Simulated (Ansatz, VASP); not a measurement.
# Two plane-wave programs on InSb3

File INCAR:

```
PREC = Accurate ; ENCUT = 520
EDIFF = 1E-6 ; ISMEAR = 0
SIGMA = 0.15 ; LREAL = False
LASPH = True ; NELM = 100
ALGO = Normal ; ISIF = 2
LWAVE = False ; LCHARG = False
GGA = PE ; NBANDS = 22
```

KPOINTS

```
regular mesh
0
Gamma
  8 8 8
```

Contents of POSCAR:

```
InSb3
1.0
    4.6694468200      0.0560815005      0.0560815005
    0.0560815005      4.6694468200      0.0560815005
    0.0560815005      0.0560815005      4.6694468200
In Sb
1 3
Direct
    0.0000000000      0.0000000000      0.0000000000
    0.5000000000      0.0000000000      0.5000000000
    0.0000000000      0.5000000000      0.5000000000
    0.5000000000      0.5000000000      0.0000000000
```

Input for Ansatz:

```yaml
crystal:
  lattice:
    - [4.66944682, 0.0560815005, 0.0560815005]
    - [0.0560815005, 4.66944682, 0.0560815005]
    - [0.0560815005, 0.0560815005, 4.66944682]
  atoms:
    - { symbol: In, position: [0.0, 0.0, 0.0] }
    - { symbol: Sb, position: [0.5, 0.0, 0.5] }
    - { symbol: Sb, position: [0.0, 0.5, 0.5] }
    - { symbol: Sb, position: [0.5, 0.5, 0.0] }
basis:
  ecutwfc: 420
kpoints:
  mp_grid: { grid: [8, 8, 8] }
hamiltonian:
  xc: pbe
  pseudopotentials: { kind: paw, azcp: { folder: soft_1 } }
scf:
  occupations: { method: gaussian, width: 0.15 }
output:
  forces: true
  stress: true
  eigenvalues: true
```

Change from the starting cell: equal engineering shear yz, xz and xy +0.0233, equal normal strain along x, y and z -0.0300.

Alike in both runs: task single point; functional PBE; k mesh 8 × 8 × 8; occupations gaussian, width 0.15 eV; no spin polarisation.

|  | VASP | Ansatz |
| --- | --- | --- |
| version | VASP 6.6.1 | Ansatz 0.2.0 |
| potentials or method | VASP PAW PBE potentials, release 64 (In_d, Sb), cutoff 520 eV | scalar-relativistic, plane waves, PAW |
| valence electrons in the cell | 28 | 58 |

Ansatz gave:

- gap on the k mesh at the Fermi level (eV): none
- pressure (GPa): 5.9
- traceless stress, the component that is largest in VASP (GPa): -0.67

Which values does VASP return?

gap on the k mesh at the Fermi level (eV): none; pressure (GPa): 5.8; traceless stress, the component that is largest in VASP (GPa): -0.67.

A gap of «none» marks a metal or a gap that the smearing closes. The functional is the same, so the differences come from potentials, cutoffs and numerics. VASP's potentials hold 28 valence electrons a cell and Ansatz's 58, so a difference there can come from the potentials and not from the codes.

Spin-orbit coupling is off throughout.
